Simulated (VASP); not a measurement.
## Ru: single point with PBE

Crystal: Ru.

```
Ru
1.0
    -1.44080    1.44080    1.44080
     1.44080   -1.44080    1.44080
     1.44080    1.44080   -1.44080
Ru
1
Direct
  0.00000 0.00000 0.00000
```

This isn't the form of Ru at room conditions, which is hcp.

```
Program             : VASP 6.6.1
Task                : single point
Functional          : PBE
Potentials or basis : VASP PAW PBE potentials, release 64 (Ru_pv)
Cutoff              : 500 eV
k mesh              : 18 × 18 × 18
Occupations         : fermi-dirac, width 0.08 eV
Spin                : no spin polarisation
```

The pressure is 74.0 GPa and the band gap on the k mesh is zero (bands 7 and 8 overlap by 4.66 eV).

Levels at points of the mesh, in eV from the Fermi level:
| k point | band 3 | band 4 | band 5 | band 6 | band 7 | band 8 | band 9 | band 10 | band 11 | band 12 |
| --- | --- | --- | --- | --- | --- | --- | --- | --- | --- | --- |
| (0.00, 0.00, 0.00) | -42.61 | -8.92 | -3.50 | -3.50 | -3.50 | -0.16 | -0.16 | 10.35 | 17.19 | 17.19 |
| (0.50, 0.00, 0.00) | -42.63 | -7.54 | -5.70 | -0.11 | 0.49 | 1.42 | 3.13 | 10.35 | 12.41 | 13.75 |
| (0.50, 0.50, 0.50) | -43.74 | -7.87 | -7.87 | 2.32 | 2.32 | 2.32 | 10.32 | 10.32 | 10.32 | 10.35 |

Run time: 15 s on 1 thread of Intel Xeon 8259CL (shared host), peak memory 0.14 GiB.

Caveat: the cell stands under pressure; an empty level that is flat over the whole mesh can mark a ghost state of the potentials, or a narrow d or f band.
